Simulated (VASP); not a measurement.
Here is a VASP 6.6.1 calculation.

The input INCAR:

```
ALGO = Normal
DIPOL = 0.5 0.5 0.392
EDIFF = 1E-6
ENCUT = 520
GGA = PE
IDIPOL = 3
ISIF = 2
ISMEAR = 0
IVDW = 12
LASPH = T
LCHARG = F
LDIPOL = T
LREAL = F
LWAVE = F
NBANDS = 35
NELM = 100
PREC = Accurate
SIGMA = 0.05
```

Contents of KPOINTS:

```
k-points
0
Gamma
  9 9 1
```

File POSCAR:

```
Te2Mo
1.0
    3.5038816881      0.0000000000      0.0000000000
   -1.7519408440      3.0344505538      0.0000000000
    0.0000000000      0.0000000000     24.7677198395
Te Mo
4 2
Direct
    0.3333333333      0.6666666667      0.1816881017
    0.3333333333      0.6666666667      0.3284056818
    0.5000000000      0.6666666667      0.4547798503
    0.5000000000      0.6666666667      0.6014974304
    0.6666666667      0.3333333333      0.2550468917
    0.8333333333      0.3333333333      0.5281386403
```

Potentials or basis: VASP PAW PBE potentials, release 64 (Te, Mo_sv).

Launch:

```console
$ cat potpaw_PBE.64/Te/POTCAR potpaw_PBE.64/Mo_sv/POTCAR > POTCAR
$ mpirun -np 1 vasp_std > vasp.out
```

Problem. Estimate the dispersion energy per atom.

Solution. -0.478 eV.

Problem. What does it give for the largest force?

Solution. 1.031 eV/Å.

Problem. Predict the band gap on the k mesh.

Solution. 0.58 eV (least direct gap 1.10 eV).

Forces on the atoms (eV/Å):
```
Te   0.009 -0.005  0.003
Te  -0.354  0.004 -0.968
Te   0.354  0.004  0.968
Te  -0.009 -0.005 -0.003
Mo  -0.090  0.000 -0.158
Mo   0.090  0.000  0.158
```

Caveat: the cell differs from its parent crystal (layers slid over each other); semilocal functionals underestimate gaps, and a narrow one can read as zero; spin-orbit coupling is left out, which moves the levels of the heavy elements.
